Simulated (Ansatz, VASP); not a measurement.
## BN: VASP beside Ansatz

The input INCAR:

```
SYSTEM = BN
  PREC = Accurate
  ENCUT = 600
  EDIFF = 1E-6
  ISMEAR = -1
  SIGMA = 0.1
  LREAL = .FALSE.
  LASPH = .TRUE.
  NELM = 120
  ALGO = Normal
  ISIF = 2
  LWAVE = .FALSE.
  LCHARG = .FALSE.
  NBANDS = 11
  GGA_COMPAT = .FALSE.
```

The input KPOINTS:

```
Automatic mesh
0
G
  15 15 15
  0 0 0
```

File POSCAR:

```
BN
1.0
    0.0000000000      1.6046188383      1.6046188383
    1.6046188383      0.0000000000      1.6046188383
    1.6046188383      1.6046188383      0.0000000000
B N
1 1
Direct
    0.0000000000      0.0000000000      0.0000000000
    0.2500000000      0.2500000000      0.2500000000
```

Input for Ansatz:

```yaml
crystal:
  lattice:
    - [0.0, 1.6046188383, 1.6046188383]
    - [1.6046188383, 0.0, 1.6046188383]
    - [1.6046188383, 1.6046188383, 0.0]
  atoms:
    - { symbol: B, position: [0.0, 0.0, 0.0] }
    - { symbol: "N", position: [0.25, 0.25, 0.25] }
kpoints:
  mp_grid: { grid: [15, 15, 15] }
  band_path:
    path:
      - [0.0, 0.0, 0.0]
      - [-0.5, -0.5, 0.0]
      - [-0.375, -0.375, 0.25]
      - [-0.375, 0.0, 0.375]
      - [0.0, 0.0, 0.0]
      - [0.0, 0.0, 0.5]
      - [-0.5, -0.25, 0.25]
      - [-0.5, -0.5, 0.0]
    npoints: 8
scf:
  occupations: { method: fermi_dirac, width: 0.1 }
hamiltonian:
  xc: lda
  pseudopotentials: { kind: all_electron, lapw: { basis_error: 0.001 } }
output:
  forces: true
  stress: true
  eigenvalues: true
  populations: true
  dos: { projected: true, de: 0.2, e_range: [-14, 8] }
```

Change from the starting cell: volume scaled by 0.72, LAPW.

Alike in both runs: task single point; functional LDA; k mesh 15 × 15 × 15; occupations fermi-dirac, width 0.1 eV; no spin polarisation.

```csv
,VASP,Ansatz
version,VASP 6.6.1,Ansatz 0.2.0
potentials or method,"VASP PAW LDA potentials, release 64 (B, N), cutoff 600 eV","all-electron LAPW, scalar-relativistic"
```

```tsv
	VASP	Ansatz	Ansatz less VASP
gap on the k mesh at the Fermi level (eV)	4.78	4.81	+0.027
pressure (GPa)	239.7	238.0	-1.68
```

LDA's correlation is that of Perdew and Zunger in VASP and of Perdew and Wang (1992) in Ansatz. Both programs put the cell under a high pressure, so it lies far from rest at this level. Ansatz ran all-electron here, and VASP with PAW potentials.

Noted on VASP's run: the cell as given lies far from equilibrium.
